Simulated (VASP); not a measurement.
# Pb: single point with PBEsol

Pb:

```
CELL_PARAMETERS angstrom
0.00000 2.46980 2.46980
2.46980 0.00000 2.46980
2.46980 2.46980 0.00000
ATOMIC_POSITIONS crystal
Pb 0.00000 0.00000 0.00000
```

- Program: VASP 6.6.1
- Task: single point
- Functional: PBEsol
- Potentials or basis: VASP PAW PBE potentials, release 64 (Pb_d)
- Cutoff: 520 eV
- k mesh: 16 × 16 × 16
- Occupations: gaussian, width 0.15 eV
- Spin: no spin polarisation

The pressure is -0.3 GPa and the band gap on the k mesh is zero (band 7 reaches 14.63 eV, above the bottom of band 8 at 5.45 eV).

Levels at points of the mesh, in eV from the Fermi level:
```tsv
k point	band 3	band 4	band 5	band 6	band 7	band 8	band 9	band 10	band 11	band 12
(0.00, 0.00, 0.00)	-17.04	-16.90	-16.90	-11.86	7.41	7.41	7.41	9.72	11.35	12.48
(0.50, 0.00, 0.00)	-17.03	-16.76	-16.76	-8.19	-4.30	5.56	5.56	9.19	9.47	11.19
(0.50, 0.50, 0.00)	-16.77	-16.72	-16.72	-6.76	-3.36	2.00	2.00	5.33	6.62	18.26
```

It took 64 s on 1 thread of Intel(R) Xeon(R) 6975P-C (Granite Rapids), with other jobs on the host, peak memory 0.19 GiB.

Caveat: the PAW data sets were made with another functional, which shifts forces and pressure a little; spin-orbit coupling is left out, which moves the levels of the heavy elements.
